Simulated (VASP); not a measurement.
# Y2SiSe (P4mm) in VASP: a series of runs

Runs on Y2SiSe. Level: PBE. Tasks: single point.

Program: VASP 6.6.1. These are calculated values, not measurements. Logs are shortened: lines on timing, memory, paths and dates and some standing lists are left out, and cuts for length are marked.

### 1 The cell of the first run

It takes space group P4mm (No. 99, tetragonal). Conventional cell: a = 5.205 Å, b = 5.205 Å, c = 3.466 Å, α = 90.00°, β = 90.00°, γ = 90.00°. Y (site symmetry 2mm) has 4 Se at 2.89 to 3.42 Å and 4 Si at 3.02 to 3.24 Å and 6 Y at 3.47 to 3.68 Å within 3.8 Å. Si (site symmetry 4mm) has 8 Y at 3.02 to 3.24 Å and 2 Si at 3.47 Å and 4 Se at 3.74 Å within 4.0 Å. Within 3.8 Å of Se (site symmetry 4mm) lie 8 Y at 2.89 to 3.42 Å and 2 Se at 3.47 Å and 4 Si at 3.74 Å.

### 2 Single point, PBE

File INCAR:

```
SYSTEM = Y2SiSe
PREC = Accurate ; ENCUT = 520
EDIFF = 1E-7 ; ISMEAR = 0
SIGMA = 0.1 ; LREAL = .FALSE.
LASPH = .TRUE. ; NELM = 60
ALGO = Normal ; ISIF = 2
LWAVE = .FALSE. ; LCHARG = .FALSE.
GGA = PE ; NBANDS = 24
```

File KPOINTS:

```
regular mesh
0
G
  4 4 4
  0 0 0
```

File POSCAR:

```
Y2SiSe
1.0
    5.2050042318      0.0000000000      0.0000000000
    0.0000000000      5.2050042318      0.0000000000
    0.0000000000      0.0000000000      3.4664401723
Y Si Se
2 1 1
Direct
    0.5000000000      0.0000000000      0.9020282722
    0.0000000000      0.5000000000      0.9020282722
    0.5000000000      0.5000000000      0.4575745597
    0.0000000000      0.0000000000      0.2619402860
```

Potentials or basis: VASP PAW PBE potentials, release 64 (Y_sv, Si, Se).

Run with:

```console
$ cat potpaw_PBE.64/Y_sv/POTCAR potpaw_PBE.64/Si/POTCAR potpaw_PBE.64/Se/POTCAR > POTCAR
$ mpirun -np 1 vasp_std > vasp.out
```

OUTCAR:

```text
SYSTEM = Y2SiSe
   PREC = Accurate
   ENCUT = 520
   EDIFF = 1E-7
   ISMEAR = 0
   LREAL = .FALSE.
   LASPH = .TRUE.
   NELM = 60
   ISIF = 2
   GGA = PE

 ion  position               nearest neighbor table
   1  0.500  0.000  0.902-   4 2.89   4 2.89   3 3.02   3 3.02   3 3.24   3 3.24   4 3.42   4 3.42
                             2 3.68   2 3.68   2 3.68   2 3.68
   2  0.000  0.500  0.902-   4 2.89   4 2.89   3 3.02   3 3.02   3 3.24   3 3.24   4 3.42   4 3.42
                             1 3.68   1 3.68   1 3.68   1 3.68
   3  0.500  0.500  0.458-   1 3.02   2 3.02   1 3.02   2 3.02   1 3.24   1 3.24   2 3.24   2 3.24

   4  0.000  0.000  0.262-   1 2.89   2 2.89   2 2.89   1 2.89   2 3.42   1 3.42   1 3.42   2 3.42

  LATTYP: Found a simple tetragonal cell.
 ALAT       =     5.2050042318
 C/A-ratio  =     0.6659822006

  Lattice vectors:

 A1 = (   5.2050042318,   0.0000000000,   0.0000000000)
 A2 = (   0.0000000000,   5.2050042318,   0.0000000000)
 A3 = (   0.0000000000,   0.0000000000,   3.4664401723)

Analysis of symmetry for initial positions (statically):
=====================================================================
 Subroutine PRICEL returns:
 Original cell was already a primitive cell.

 Routine SETGRP: Setting up the symmetry group for a
 simple tetragonal supercell.

 Subroutine GETGRP returns: Found  8 space group operations
 (whereof  8 operations were pure point group operations)
 out of a pool of 16 trial point group operations.

The static configuration has the point symmetry C_4v.

Analysis of symmetry for dynamics (positions and initial velocities):
=====================================================================
 Subroutine PRICEL returns:
 Original cell was already a primitive cell.

 Routine SETGRP: Setting up the symmetry group for a
 simple tetragonal supercell.

 Subroutine GETGRP returns: Found  8 space group operations
 (whereof  8 operations were pure point group operations)
 out of a pool of 16 trial point group operations.

The dynamic configuration has the point symmetry C_4v.

 Subroutine INISYM returns: Found  8 space group operations
 (whereof  8 operations are pure point group operations),
 and found     1 'primitive' translations

----------------------------------------------------------------------------------------

                                     Primitive cell

  volume of cell :      93.9130

  direct lattice vectors                    reciprocal lattice vectors
     5.205004232  0.000000000  0.000000000     0.192122802  0.000000000  0.000000000
     0.000000000  5.205004232  0.000000000     0.000000000  0.192122802  0.000000000
     0.000000000  0.000000000  3.466440172     0.000000000  0.000000000  0.288480386

  length of vectors
     5.205004232  5.205004232  3.466440172     0.192122802  0.192122802  0.288480386

  position of ions in fractional coordinates (direct lattice)
     0.500000000  0.000000000  0.902028272
     0.000000000  0.500000000  0.902028272
     0.500000000  0.500000000  0.457574560
     0.000000000  0.000000000  0.261940286

  ion indices of the primitive-cell ions
   primitive index   ion index
                 1           1
                 2           2
                 3           3
                 4           4

----------------------------------------------------------------------------------------

 KPOINTS: regular mesh

Automatic generation of k-mesh.
 Grid dimensions read from file:
 generate k-points for:    4    4    4

 Generating k-lattice:

  Cartesian coordinates                     Fractional coordinates (reciprocal lattice)
     0.048030701  0.000000000  0.000000000     0.250000000  0.000000000  0.000000000
     0.000000000  0.048030701  0.000000000     0.000000000  0.250000000  0.000000000
     0.000000000  0.000000000  0.072120097     0.000000000  0.000000000  0.250000000

  Length of vectors
     0.048030701  0.048030701  0.072120097

  Shift w.r.t. Gamma in fractional coordinates (k-lattice)
     0.000000000  0.000000000  0.000000000

 Subroutine IBZKPT returns following result:
 ===========================================

 Found     18 irreducible k-points:

 Following reciprocal coordinates:
            Coordinates               Weight
  0.000000  0.000000  0.000000      1.000000
  0.250000  0.000000  0.000000      4.000000
  0.500000  0.000000  0.000000      2.000000
  0.250000  0.250000  0.000000      4.000000
  0.500000  0.250000  0.000000      4.000000
  0.500000  0.500000  0.000000      1.000000
[... 10 lines left out ...]
  0.500000  0.250000  0.500000      4.000000
  0.500000  0.500000  0.500000      1.000000
   k-points           NKPTS =     18   k-points in BZ     NKDIM =     18   number of bands    NBANDS=     24
   number of dos      NEDOS =    301   number of ions     NIONS =      4
   total plane-waves  NPLWV =  44800
   dimension x,y,z NGX =    40 NGY =   40 NGZ =   28
   dimension x,y,z NGXF=    80 NGYF=   80 NGZF=   56
   ions per type =               2   1   1
   NGX,Y,Z   is equivalent  to a cutoff of  12.78, 12.78, 13.43 a.u.
   NGXF,Y,Z  is equivalent  to a cutoff of  25.55, 25.55, 26.86 a.u.
 SYSTEM =  Y2SiSe
   PREC   = accura    normal or accurate (medium, high low for compatibility)
   ISTART =      0    job   : 0-new  1-cont  2-samecut
   ICHARG =      2    charge: 1-file 2-atom 10-const
   ISPIN  =      1    spin polarized calculation?
   LNONCOLLINEAR =      F non collinear calculations
   LSORBIT =      F    spin-orbit coupling
   LASPH  =      T    aspherical Exc in radial PAW
   ENCUT  =  520.0 eV  38.22 Ry    6.18 a.u.   9.68  9.68  6.45*2*pi/ulx,y,z
   NELM   =     60;   NELMIN=  2; NELMDL= -5     # of ELM steps
   EDIFF  = 0.1E-06   stopping-criterion for ELM
   LREAL  =      F    real-space projection
   EDIFFG = 0.1E-05   stopping-criterion for IOM
   NSW    =      0    number of steps for IOM
   IBRION =     -1    ionic relax: 0-MD 1-quasi-New 2-CG
   NFREE  =      0    steps in history (QN), initial steepest desc. (CG)
   ISIF   =      2    stress and relaxation
   ISYM   =      2    0-nonsym 1-usesym 2-fastsym
   POTIM  = 0.5000    time-step for ionic-motion
   TEBEG  =    0.0;   TEEND  =   0.0 temperature during run
   PSTRESS=    0.0 pullay stress
   NELECT =      32.0000    total number of electrons
   NUPDOWN=      -1.0000    fix difference up-down
   EMIN   =  10.00;   EMAX   =-10.00  energy-range for DOS
   EFERMI =   0.00;   METHOD = LEGACY
   ISMEAR =     0;   SIGMA  =   0.10  broadening in eV -4-tet -1-fermi 0-gaus
   EFERMI_NEDOS =   21; number of points for ismear=-14 and -15
   IALGO  =     38    algorithm
   IMIX   =      4    mixing-type and parameters
     AMIX     =   0.40;   BMIX     =  1.00
     AMIX_MAG =   1.60;   BMIX_MAG =  1.00
  volume/ion in A,a.u.               =      23.48       158.44
  Fermi-wavevector in a.u.,A,eV,Ry     =   1.143447  2.160802 17.789236  1.307472
  Thomas-Fermi vector in A             =   2.280143
   LORBIT       =      0    0 simple, 1 ext, 2 COOP (PROOUT), +10 PAW based schemes
   GGA     = PE    functional components
   LHFCALC =     F    Hartree Fock is set to
   AEXX    =    0.0000 exact exchange contribution
   IVDW    =     0    specifies the selected vdW correction
   LEPSILON=     F    determine dielectric tensor
   LRPA    =     F    only Hartree local field effects (RPA)
 non-spin polarized calculation
 Gauss-broadening in eV      SIGMA  =   0.10
  energy-cutoff  :      520.00
  volume of cell :       93.91
 maximum number of plane-waves:      2568
 NGX is ok and might be reduce to    40
   NGX = 19   NGY = 19   NGZ = 13

 number of electron      31.9999999 magnetization

 Free energy of the ion-electron system (eV)
  ---------------------------------------------------
  ext. energy  EPLUGINS =         0.00000000
  ---------------------------------------------------
  free energy    TOTEN  =       -25.74919434 eV

  energy without entropy =      -25.74169769  energy(sigma->0) =      -25.74544602

 E-fermi :   5.1191     XC(G=0): -10.1545

 val. band max:        5.1073658280   @ k =   0.2500   0.2500   0.0000
 cond. band min:       5.1828369222   @ k =   0.5000   0.5000   0.0000
 fundamental gap:      0.0754710942
 Fermi energy:         5.1190621187

 k-point     1 :       0.0000    0.0000    0.0000
  band No.  band energies     occupation
      1     -37.8739      2.00000
      2     -37.8406      2.00000
      3     -18.0193      2.00000
      4     -18.0193      2.00000
      5     -17.7433      2.00000
      6     -17.7433      2.00000
[... 16 lines left out ...]
     23       8.3949      0.00000
     24       8.9452      0.00000

 k-point     2 :       0.2500    0.0000    0.0000
  band No.  band energies     occupation
      1     -37.8689      2.00000
      2     -37.8454      2.00000
      3     -18.0085      2.00000
      4     -17.9943      2.00000
      5     -17.7771      2.00000
      6     -17.7693      2.00000
[... 16 lines left out ...]
     23       8.7315      0.00000
     24       9.0980      0.00000

 k-point     3 :       0.5000    0.0000    0.0000
  band No.  band energies     occupation
      1     -37.8571      2.00000
      2     -37.8571      2.00000
      3     -17.9929      2.00000
      4     -17.9615      2.00000
      5     -17.8154      2.00000
      6     -17.8031      2.00000
[... 16 lines left out ...]
     23       8.6336      0.00000
     24       8.8111      0.00000
[... 352 lines left out ...]
 k-point    17 :       0.5000    0.2500    0.5000
  band No.  band energies     occupation
      1     -37.8241      2.00000
      2     -37.8240      2.00000
      3     -18.0763      2.00000
      4     -18.0727      2.00000
      5     -18.0250      2.00000
      6     -17.8494      2.00000
[... 16 lines left out ...]
     23       8.8427      0.00000
     24       9.8453      0.00000

 k-point    18 :       0.5000    0.5000    0.5000
  band No.  band energies     occupation
      1     -37.8240      2.00000
      2     -37.8240      2.00000
      3     -18.0741      2.00000
      4     -18.0717      2.00000
      5     -18.0717      2.00000
      6     -17.8889      2.00000
[... 16 lines left out ...]
     23       7.4489      0.00000
     24       8.6159      0.00000

------------------------ aborting loop because EDIFF is reached ----------------------------------------

  FORCE on cell =-STRESS in cart. coord.  units (eV):
  Direction    XX          YY          ZZ          XY          YZ          ZX
  --------------------------------------------------------------------------------------
  -------------------------------------------------------------------------------------
  Total        0.0378800      0.0378800      0.0376977      0.0000000      0.0000000      0.0000000
  in kB        0.6462419      0.6462419      0.6431303      0.0000000      0.0000000      0.0000000
  external PRESSURE =       0.6452047 kB  Pullay stress =       0.0000000 kB

 VOLUME and BASIS-vectors are now :
 -----------------------------------------------------------------------------
  energy-cutoff  :      520.00
  volume of cell :       93.91
      direct lattice vectors                 reciprocal lattice vectors
     5.205004232  0.000000000  0.000000000     0.192122802  0.000000000  0.000000000
     0.000000000  5.205004232  0.000000000     0.000000000  0.192122802  0.000000000
     0.000000000  0.000000000  3.466440172     0.000000000  0.000000000  0.288480386

 POSITION                                       TOTAL-FORCE (eV/Angst)
 -----------------------------------------------------------------------------------
      2.60250      0.00000      3.12683         0.000000     -0.000000      0.001611
      0.00000      2.60250      3.12683         0.000000     -0.000000      0.001611
      2.60250      2.60250      1.58615         0.000000      0.000000     -0.009250
      0.00000      0.00000      0.90800         0.000000     -0.000000      0.006027
 -----------------------------------------------------------------------------------
    total drift:                               -0.000000      0.000000     -0.000228

  FREE ENERGIE OF THE ION-ELECTRON SYSTEM (eV)
  ---------------------------------------------------
  free  energy   TOTEN  =       -25.7491943412 eV

  energy  without entropy=      -25.7416976930  energy(sigma->0) =      -25.74544602
```

Wall time 22 s (1 thread of Intel Xeon 6975P-C (Granite Rapids), shared host); peak memory 0.23 GiB.

What came out:

```yaml
Free_energy: -25.7492 eV
Pressure: 0.1 GPa
Largest_force: 0.009 eV/Å
Band_gap_on_the_k_mesh: zero (band 16 reaches 5.18 eV, above the bottom of band 17 at 4.73 eV)
```

Forces on the atoms (eV/Å):
```
Y    0.000  0.000  0.002
Y    0.000  0.000  0.002
Si   0.000  0.000 -0.009
Se   0.000  0.000  0.006
```

Caveat: the k points lie up to 0.45 Å⁻¹ apart.

(Part 1 of 2 ends here.)
